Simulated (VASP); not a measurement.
# ReMo7S16 (P-6m2) in VASP: notebook

ReMo7S16 is run at these levels: PBEsol+U; tasks: single point.

All numbers are computed with VASP 6.6.1; they aren't measurements. Logs are shortened: lines on timing, memory, paths and dates and some standing lists are left out, and cuts for length are marked.

## (1) The cell of the first run

Symmetry: P-6m2, No. 187, hexagonal system. Conventional cell: a = 6.338 Å, b = 6.338 Å, c = 12.324 Å, α = 90.00°, β = 90.00°, γ = 120.00°. Re (site symmetry -6m2) has 6 S at 2.38 Å and 6 Mo at 3.17 Å within 3.2 Å. Mo (site symmetry mm2) has 6 S at 2.40 Å and 4 Mo at 3.15 to 3.19 Å and 2 Re at 3.17 Å within 3.2 Å. Within 3.2 Å of Mo (site symmetry mm2) lie 6 S at 2.40 Å and 6 Mo at 3.17 Å. Mo (site symmetry -6m2) has 6 S at 2.40 Å and 6 Mo at 3.17 Å within 3.2 Å. S (site symmetry 3m) has 3 Mo at 2.40 Å and 7 S at 3.10 to 3.17 Å within 3.2 Å. S (site symmetry m) has 3 Mo at 2.40 Å and 7 S at 3.10 to 3.17 Å within 3.2 Å. Within 3.2 Å of S (site symmetry m) lie 1 Re at 2.38 Å and 2 Mo at 2.40 Å and 7 S at 3.08 to 3.19 Å. S (site symmetry 3m) has 3 Mo at 2.40 Å and 7 S at 3.12 to 3.17 Å within 3.2 Å.

## (2) Single point, PBEsol+U, collinear spin

The input, INCAR:

```
SYSTEM = ReMo7S16
ALGO = Normal ; EDIFF = 1E-6
ENCUT = 520 ; GGA = PS
ISIF = 2 ; ISMEAR = 0
ISPIN = 2 ; LASPH = .TRUE.
LCHARG = .FALSE. ; LDAU = .TRUE.
LDAUJ = 0 0 0 ; LDAUL = 2 -1 -1
LDAUPRINT = 1 ; LDAUTYPE = 2
LDAUU = 2 0 0 ; LMAXMIX = 4
LORBIT = 11 ; LREAL = Auto
LUSENCCL = .FALSE. ; LWAVE = .FALSE.
MAGMOM = 3 0 0 0 0 0 0 0 0 0 0 0 0 0 0 0 0 0 0 0 0 0 0 0 ; NBANDS = 122
NELM = 150 ; PREC = Accurate
SIGMA = 0.05
```

The input, KPOINTS:

```
k-points
0
G
  3 3 2
  0 0 0
```

The input, POSCAR:

```
ReMo7S16
1.0
    6.3379961000      0.0000000000      0.0000000000
   -3.1689980000      5.4888656000      0.0000000000
    0.0000000000      0.0000000000     12.3240000000
Re Mo S
1 7 16
Direct
    0.1666666667      0.3333333333      0.2500000000
    0.1648309489      0.8324154744      0.2500000000
    0.6675845256      0.3351690511      0.2500000000
    0.6675845256      0.8324154744      0.2500000000
    0.3333279472      0.1666720528      0.7500000000
    0.3333279472      0.6666558945      0.7500000000
    0.8333441055      0.1666720528      0.7500000000
    0.8333333333      0.6666666667      0.7500000000
    0.1666666667      0.3333333333      0.6241038936
    0.1667169548      0.8333584774      0.6240794844
    0.6666415226      0.3332830452      0.6240794844
    0.6666415226      0.8333584774      0.6240794844
    0.3321583312      0.1678416688      0.1250631807
    0.3321583312      0.6643166625      0.1250631807
    0.8356833375      0.1678416688      0.1250631807
    0.8333333333      0.6666666667      0.1235096617
    0.1666666667      0.3333333333      0.8758961064
    0.1667169548      0.8333584774      0.8759205156
    0.6666415226      0.3332830452      0.8759205156
    0.6666415226      0.8333584774      0.8759205156
    0.3321583312      0.1678416688      0.3749368193
    0.3321583312      0.6643166625      0.3749368193
    0.8356833375      0.1678416688      0.3749368193
    0.8333333333      0.6666666667      0.3764903383
```

Potentials or basis: VASP PAW PBE potentials, release 64 (Re, Mo_sv, S).

Launch:

```sh
$ cat potpaw_PBE.64/Re/POTCAR potpaw_PBE.64/Mo_sv/POTCAR potpaw_PBE.64/S/POTCAR > POTCAR
$ mpirun -np 1 vasp_std > vasp.out
```

OUTCAR:

```text
SYSTEM = ReMo7S16
   EDIFF = 1E-6
   ENCUT = 520
   GGA = PS
   ISIF = 2
   ISMEAR = 0
   ISPIN = 2
   LASPH = .TRUE.
   LORBIT = 11
   LREAL = Auto
   NELM = 150
   PREC = Accurate

 ion  position               nearest neighbor table
   1  0.167  0.333  0.250-  13 2.38  21 2.38  14 2.38  22 2.38  15 2.38  23 2.38   2 3.17   2 3.17
                             4 3.17   4 3.17   3 3.17   3 3.17
   2  0.165  0.832  0.250-  16 2.40  24 2.40  22 2.40  14 2.40  13 2.40  21 2.40   3 3.15   4 3.15
                             1 3.17   1 3.17   3 3.19   4 3.19
   3  0.668  0.335  0.250-  16 2.40  24 2.40  23 2.40  15 2.40  13 2.40  21 2.40   4 3.15   2 3.15
                             1 3.17   1 3.17   4 3.19   2 3.19
   4  0.668  0.832  0.250-  16 2.40  24 2.40  23 2.40  15 2.40  14 2.40  22 2.40   3 3.15   2 3.15
                             1 3.17   1 3.17   3 3.19   2 3.19
   5  0.333  0.167  0.750-   9 2.40  17 2.40  10 2.40  18 2.40  11 2.40  19 2.40   6 3.17   7 3.17
                             8 3.17   8 3.17   6 3.17   7 3.17
   6  0.333  0.667  0.750-   9 2.40  17 2.40  10 2.40  18 2.40  12 2.40  20 2.40   5 3.17   7 3.17
                             8 3.17   8 3.17   5 3.17   7 3.17
   7  0.833  0.167  0.750-   9 2.40  17 2.40  12 2.40  20 2.40  19 2.40  11 2.40   6 3.17   5 3.17
                             8 3.17   8 3.17   6 3.17   5 3.17
   8  0.833  0.667  0.750-  11 2.40  19 2.40  12 2.40  20 2.40  10 2.40  18 2.40   7 3.17   7 3.17
                             5 3.17   5 3.17   6 3.17   6 3.17
   9  0.167  0.333  0.624-   5 2.40   6 2.40   7 2.40
  10  0.167  0.833  0.624-   5 2.40   6 2.40   8 2.40
  11  0.667  0.333  0.624-   7 2.40   5 2.40   8 2.40
  12  0.667  0.833  0.624-   7 2.40   6 2.40   8 2.40
  13  0.332  0.168  0.125-   1 2.38   2 2.40   3 2.40
  14  0.332  0.664  0.125-   1 2.38   2 2.40   4 2.40
[... 8 lines left out ...]
  23  0.836  0.168  0.375-   1 2.38   3 2.40   4 2.40
  24  0.833  0.667  0.376-   4 2.40   3 2.40   2 2.40

  LATTYP: Found a hexagonal cell.
 ALAT       =     6.3379961000
 C/A-ratio  =     1.9444631719

  Lattice vectors:

 A1 = (   6.3379961000,   0.0000000000,   0.0000000000)
 A2 = (  -3.1689980000,   5.4888656000,   0.0000000000)
 A3 = (   0.0000000000,   0.0000000000,  12.3240000000)

Analysis of symmetry for initial positions (statically):
=====================================================================
 Subroutine PRICEL returns:
 Original cell was already a primitive cell.

 Routine SETGRP: Setting up the symmetry group for a
 hexagonal supercell.

 Subroutine GETGRP returns: Found 12 space group operations
 (whereof  2 operations were pure point group operations)
 out of a pool of 24 trial point group operations.

The static configuration has the point symmetry C_1h.
 The point group associated with its full space group is D_3h.

Analysis of symmetry for dynamics (positions and initial velocities):
=====================================================================
 Subroutine PRICEL returns:
 Original cell was already a primitive cell.

 Routine SETGRP: Setting up the symmetry group for a
 hexagonal supercell.

 Subroutine GETGRP returns: Found 12 space group operations
 (whereof  2 operations were pure point group operations)
 out of a pool of 24 trial point group operations.

The dynamic configuration has the point symmetry C_1h.
 The point group associated with its full space group is D_3h.

Analysis of structural, dynamic, and magnetic symmetry:
=====================================================================
 Subroutine PRICEL returns:
 Original cell was already a primitive cell.

 Routine SETGRP: Setting up the symmetry group for a
 hexagonal supercell.

 Subroutine GETGRP returns: Found 12 space group operations
 (whereof  2 operations were pure point group operations)
 out of a pool of 24 trial point group operations.

The overall configuration has the point symmetry C_1h.
 The point group associated with its full space group is D_3h.

 Subroutine INISYM returns: Found 12 space group operations
 (whereof  2 operations are pure point group operations),
[... 157 lines left out ...]
 Gauss-broadening in eV      SIGMA  =   0.05
  energy-cutoff  :      520.00
  volume of cell :      428.73
 maximum number of plane-waves:     11595
 NGX is ok and might be reduce to    48
   NGX = 23   NGY = 23   NGZ = 45

 number of electron     200.9999988 magnetization       0.0067239

atom =   1  type =  1  l = 2

 onsite density matrix

spin component  1

  0.4955  0.0000 -0.0000  0.0000  0.0000
  0.0000  0.4390  0.0000  0.0000  0.0000
 -0.0000  0.0000  0.6063  0.0000 -0.0000
  0.0000  0.0000  0.0000  0.4390  0.0000
  0.0000  0.0000 -0.0000  0.0000  0.4955

spin component  2

  0.4955 -0.0000 -0.0000  0.0000  0.0000
 -0.0000  0.4390  0.0000  0.0000 -0.0000
 -0.0000  0.0000  0.6063  0.0000 -0.0000
  0.0000  0.0000  0.0000  0.4390 -0.0000
  0.0000 -0.0000 -0.0000 -0.0000  0.4955

 occupancies and eigenvectors

  o =  0.4390  v =  0.0000  0.0000  0.0000  0.0000  0.0000 -0.0000 -0.8762  0.0000  0.4820  0.0000      0.0000  0.0000  0.0000  0.0000  0.0000  0.0000  0.0000  0.0000  0.0000  0.0000
  o =  0.4390  v =  0.0000  0.0000  0.0000  0.0000  0.0000  0.0000 -0.4820  0.0000 -0.8762  0.0000      0.0000  0.0000  0.0000  0.0000  0.0000  0.0000  0.0000  0.0000  0.0000  0.0000
  o =  0.4390  v = -0.0000  0.8762  0.0000 -0.4820  0.0000  0.0000  0.0000  0.0000  0.0000  0.0000      0.0000  0.0000  0.0000  0.0000  0.0000  0.0000  0.0000  0.0000  0.0000  0.0000
  o =  0.4390  v =  0.0000 -0.4820 -0.0000 -0.8762 -0.0000  0.0000  0.0000  0.0000  0.0000  0.0000      0.0000  0.0000  0.0000  0.0000  0.0000  0.0000  0.0000  0.0000  0.0000  0.0000
  o =  0.4955  v = -0.9983  0.0000 -0.0000  0.0000 -0.0577  0.0000  0.0000  0.0000  0.0000  0.0000      0.0000 -0.0000  0.0000  0.0000  0.0000  0.0000  0.0000  0.0000  0.0000  0.0000
  o =  0.4955  v = -0.0577 -0.0000  0.0000 -0.0000  0.9983  0.0000  0.0000  0.0000  0.0000  0.0000      0.0000  0.0000  0.0000  0.0000  0.0000  0.0000  0.0000  0.0000  0.0000  0.0000
  o =  0.4955  v = -0.0000 -0.0000 -0.0000 -0.0000 -0.0000  0.9507  0.0000  0.0000 -0.0000  0.3100      0.0000  0.0000  0.0000  0.0000  0.0000 -0.0000 -0.0000 -0.0000  0.0000 -0.0000
  o =  0.4955  v =  0.0000  0.0000  0.0000  0.0000  0.0000 -0.3100  0.0000  0.0000 -0.0000  0.9507      0.0000  0.0000  0.0000  0.0000  0.0000  0.0000  0.0000  0.0000  0.0000  0.0000
  o =  0.6063  v =  0.0000  0.0000  0.0000  0.0000  0.0000 -0.0000  0.0000  1.0000  0.0000 -0.0000      0.0000  0.0000  0.0000  0.0000  0.0000  0.0000  0.0000  0.0000  0.0000  0.0000
  o =  0.6063  v = -0.0000 -0.0000  1.0000  0.0000 -0.0000 -0.0000 -0.0000 -0.0000 -0.0000 -0.0000      0.0000  0.0000  0.0000 -0.0000  0.0000  0.0000  0.0000  0.0000  0.0000  0.0000

 number of electron     200.9999988 magnetization      -0.0025622

 Free energy of the ion-electron system (eV)
  ---------------------------------------------------
  ext. energy  EPLUGINS =         0.00000000
  ---------------------------------------------------
  free energy    TOTEN  =      -184.84711261 eV

  energy without entropy =     -184.84036841  energy(sigma->0) =     -184.84374051

 E-fermi :   8.1338     XC(G=0): -10.9757

 val. band max:        8.1195996638   @ k =   0.3333   0.3333   0.0000
 cond. band min:       8.1797455337   @ k =   0.3333   0.3333   0.5000
 fundamental gap:      0.0601458699
 Fermi energy:         8.1337768657

 spin component 1

 k-point     1 :       0.0000    0.0000    0.0000
  band No.  band energies     occupation
      1     -54.2733      1.00000
      2     -54.2428      1.00000
      3     -54.2428      1.00000
      4     -53.9986      1.00000
      5     -53.9598      1.00000
      6     -53.9572      1.00000
[... 679 lines left out ...]
    111       8.9432      0.00000
    112       9.1082      0.00000
 Fermi energy:         8.1337768657

 spin component 2

 k-point     1 :       0.0000    0.0000    0.0000
  band No.  band energies     occupation
      1     -54.2733      1.00000
      2     -54.2428      1.00000
      3     -54.2428      1.00000
      4     -53.9986      1.00000
      5     -53.9597      1.00000
      6     -53.9572      1.00000
[... 679 lines left out ...]
    111       8.9430      0.00000
    112       9.1082      0.00000
 [bands above 112 left out]

------------------------ aborting loop because EDIFF is reached ----------------------------------------

  FORCE on cell =-STRESS in cart. coord.  units (eV):
  Direction    XX          YY          ZZ          XY          YZ          ZX
  --------------------------------------------------------------------------------------
  -------------------------------------------------------------------------------------
  Total       -6.6617717     -6.6617716      0.5819642     -0.0000001     -0.0000000     -0.0000000
  in kB      -24.8951114    -24.8951111      2.1748064     -0.0000002     -0.0000000     -0.0000000
  external PRESSURE =     -15.8718054 kB  Pullay stress =       0.0000000 kB

 VOLUME and BASIS-vectors are now :
 -----------------------------------------------------------------------------
  energy-cutoff  :      520.00
  volume of cell :      428.73
      direct lattice vectors                 reciprocal lattice vectors
     6.337996100  0.000000000  0.000000000     0.157778576  0.091093502 -0.000000000
    -3.168998000  5.488865600  0.000000000     0.000000000  0.182187008  0.000000000
     0.000000000  0.000000000 12.324000000     0.000000000 -0.000000000  0.081142486

 POSITION                                       TOTAL-FORCE (eV/Angst)
 -----------------------------------------------------------------------------------
      0.00000      1.82962      3.08100         0.000000      0.000000      0.000000
     -1.59323      4.56902      3.08100        -0.008919     -0.005149     -0.000000
      3.16900      1.83970      3.08100         0.000000      0.010298     -0.000000
      1.59323      4.56902      3.08100         0.008919     -0.005149     -0.000000
      1.58445      0.91484      9.24300        -0.001669      0.000964      0.000000
      0.00000      3.65918      9.24300        -0.000000     -0.001928      0.000000
[... 16 lines left out ...]
      4.76467      0.92126      4.62072        -0.039692     -0.022916      0.047182
      3.16900      3.65924      4.63987         0.000000      0.000000      0.007592
 -----------------------------------------------------------------------------------
    total drift:                                0.000006     -0.000003      0.000000

  FREE ENERGIE OF THE ION-ELECTRON SYSTEM (eV)
  ---------------------------------------------------
  free  energy   TOTEN  =      -184.8471126120 eV

  energy  without entropy=     -184.8403684097  energy(sigma->0) =     -184.84374051

 total charge

# of ion       s       p       d       tot
------------------------------------------
    1        0.533   0.652   4.885   6.070
    2        2.299   6.220   3.980  12.499
    3        2.299   6.220   3.980  12.499
    4        2.299   6.220   3.980  12.499
    5        2.295   6.223   3.975  12.494
    6        2.295   6.223   3.975  12.494
[... 16 lines left out ...]
   23        1.360   2.310   0.000   3.670
   24        1.359   2.318   0.000   3.678
--------------------------------------------------
tot         38.340  81.294  32.724 152.358

 magnetization (x)

# of ion       s       p       d       tot
------------------------------------------
    1       -0.000  -0.000  -0.000  -0.000
    2       -0.000  -0.000  -0.000  -0.000
    3       -0.000  -0.000  -0.000  -0.000
    4       -0.000  -0.000  -0.000  -0.000
    5        0.000   0.000  -0.000  -0.000
    6        0.000   0.000  -0.000  -0.000
[... 16 lines left out ...]
   23        0.000   0.000   0.000   0.000
   24        0.000   0.000   0.000   0.000
--------------------------------------------------
tot          0.000   0.000  -0.000  -0.000
```

Wall time 2.4 min (1 × NVIDIA H100 80GB with 1 thread of AMD EPYC 7R13 (Zen 3), shared host); peak memory 1.7 GiB.

Results:

| Property | Result |
| --- | --- |
| Free energy | -184.8471 eV |
| Pressure | -1.6 GPa |
| Largest force | 0.066 eV/Å |
| Net moment | 0.00 μB per cell |
| Valence electrons inside the program's atomic spheres | Re 6.07; Mo 12.50, 12.49 (each value once); S 3.68, 3.67 (each value once) |

Forces in eV/Å, atoms in the order of the input:
```
Re   0.000  0.000  0.000
Mo  -0.009 -0.005  0.000
Mo   0.000  0.010  0.000
Mo   0.009 -0.005  0.000
Mo  -0.002  0.001  0.000
Mo   0.000 -0.002  0.000
Mo   0.002  0.001  0.000
Mo   0.000  0.000  0.000
S    0.000  0.000 -0.009
S    0.000  0.000 -0.011
S    0.000  0.000 -0.011
S    0.000  0.000 -0.011
S    0.040 -0.023 -0.047
S    0.000  0.046 -0.047
S   -0.040 -0.023 -0.047
S    0.000  0.000 -0.008
S    0.000  0.000  0.009
S    0.000  0.000  0.011
S    0.000  0.000  0.011
S    0.000  0.000  0.011
S    0.040 -0.023  0.047
S    0.000  0.046  0.047
S   -0.040 -0.023  0.047
S    0.000  0.000  0.008
```

Stress tensor (GPa, compression positive):
```
-2.49  0.00  0.00
 0.00 -2.49  0.00
 0.00  0.00  0.22
```

Eigenvalues of the final occupation matrices:
| site | spin | trace | eigenvalues |
| --- | --- | --- | --- |
| site 1 d | 1 | 2.48 | 0.44 0.44 0.50 0.50 0.61 |
| site 1 d | 2 | 2.48 | 0.44 0.44 0.50 0.50 0.61 |

Caveat: the k points lie up to 0.38 Å⁻¹ apart; the PAW data sets were made with another functional, which shifts forces and pressure a little; spin-orbit coupling is left out, which moves the levels of the heavy elements; this functional lacks dispersion, which binds layers or chains, so the pressure and a relaxed spacing across them are unreliable.

(Continued in part 2 of 3.)
